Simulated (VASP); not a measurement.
Input of a VASP 6.6.1 run:

The input INCAR:

```
SYSTEM = Al
PREC = Accurate ; ENCUT = 500
EDIFF = 1E-6 ; ISMEAR = -1
SIGMA = 0.05 ; LREAL = .FALSE.
LASPH = .TRUE. ; NELM = 120
ALGO = Normal ; ISIF = 2
LWAVE = .FALSE. ; LCHARG = .FALSE.
GGA = CA ; NBANDS = 8
GGA_COMPAT = .FALSE.
```

The input KPOINTS:

```
regular mesh
0
G
  18 18 18
  0 0 0
```

The input POSCAR:

```
Al
1.0
    0.0000000000      1.7164631211      1.7164631211
    1.7164631211      0.0000000000      1.7164631211
    1.7164631211      1.7164631211      0.0000000000
Al
1
Direct
    0.0000000000      0.0000000000      0.0000000000
```

Potentials or basis: VASP PAW LDA potentials, release 64 (Al).

Run with:

```sh
$ cat potpaw_LDA.64/Al/POTCAR > POTCAR
$ mpirun -np 1 vasp_std > vasp.out
```

Estimate the pressure.

99.8 GPa.
